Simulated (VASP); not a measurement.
Here is a VASP 6.6.1 calculation.

Contents of INCAR:

```
PREC = Accurate
ENCUT = 520
EDIFF = 1E-7
ISMEAR = 0
SIGMA = 0.05
LREAL = F
LASPH = T
NELM = 100
ALGO = Normal
ISIF = 2
LWAVE = F
LCHARG = F
GGA = PE
NBANDS = 17
```

Contents of KPOINTS:

```
Automatic mesh
0
Gamma
  10 10 10
```

File POSCAR:

```
RuSe
1.0
    0.0000000000      2.7480445175      2.7480445175
    2.7480445175      0.0000000000      2.7480445175
    2.7480445175      2.7480445175      0.0000000000
Ru Se
1 1
Direct
    0.0000000000      0.0000000000      0.0000000000
    0.2500000000      0.2500000000      0.2500000000
```

Potentials or basis: VASP PAW PBE potentials, release 64 (Ru_pv, Se).

Launch:

```sh
$ cat potpaw_PBE.64/Ru_pv/POTCAR potpaw_PBE.64/Se/POTCAR > POTCAR
$ mpirun -np 1 vasp_std > vasp.out
```

(1) Predict the pressure.

(2) What does it give for the band gap on the k mesh?

## Answers

(1) 0.6 GPa.

(2) zero (band 10 reaches 8.45 eV, above the bottom of band 11 at 5.98 eV).
